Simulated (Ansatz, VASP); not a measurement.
# InO in VASP and in Ansatz

The input INCAR:

```
PREC = Accurate ; ENCUT = 600
EDIFF = 1E-7 ; ISMEAR = 0
SIGMA = 0.1 ; LREAL = F
LASPH = T ; NELM = 100
ALGO = Normal ; ISIF = 3
LWAVE = F ; LCHARG = F
GGA = PE ; IBRION = 2
NSW = 90 ; EDIFFG = -0.04
```

Contents of KPOINTS:

```
regular mesh
0
Gamma
  6 6 6
```

POSCAR

```
InO
1.0
    3.3156062324      0.0000000000      0.0000000000
   -1.6578031162      2.8713992262      0.0000000000
    0.0000000000      0.0000000000      3.1460482554
In O
1 1
Direct
    0.6666666667      0.3333333333      0.5000000000
    0.3333333333      0.6666666667      0.0000000000
```

Input for Ansatz:

```yaml
crystal:
  lattice:
    - [3.3156062597, 0.0, 0.0]
    - [-1.6578031298, 2.8713992498, 0.0]
    - [0.0, 0.0, 3.1460482629]
  atoms:
    - { symbol: In, position: [0.6666666667, 0.3333333333, 0.5] }
    - { symbol: O, position: [0.3333333333, 0.6666666667, 0.0] }
basis:
  ecutwfc: 420
kpoints:
  mp_grid: { grid: [6, 6, 6] }
hamiltonian:
  xc: pbe
scf:
  occupations: { method: gaussian, width: 0.1 }
  lower_state_search: "off"
output:
  forces: true
  stress: true
  eigenvalues: true
relax:
  adjacent_minimum: "off"
  f_tol: 0.04
  max_steps: 70
  cell: { stress_tol: 0.4 }
```

Alike in both runs: task relaxation of cell and atoms; functional PBE; k mesh 6 × 6 × 6; occupations gaussian, width 0.1 eV; no spin polarisation.

```csv
,VASP,Ansatz
version,VASP 6.6.1,Ansatz 0.2.0
potentials or method,"VASP PAW PBE potentials, release 64 (In_d, O), cutoff 600 eV","scalar-relativistic, plane waves, PAW"
valence electrons in the cell,19,19
```

|  | VASP | Ansatz | Ansatz less VASP |
| --- | --- | --- | --- |
| gap on the k mesh at the Fermi level, each at its own relaxed structure (eV) | none | none | - |
| relaxed volume (Å³/atom) | 14.98 | 14.98 | 0.000 |
| relaxed length of the cell vector where the two differ most in proportion (Å) | 3.316 | 3.316 | 0.0000 |

A gap of «none» marks a metal or a gap that the smearing closes.

The k mesh is coarse, so the values compare programs but aren't converged. Noted on VASP's run: the relaxation stopped at its first step, so nothing moved.
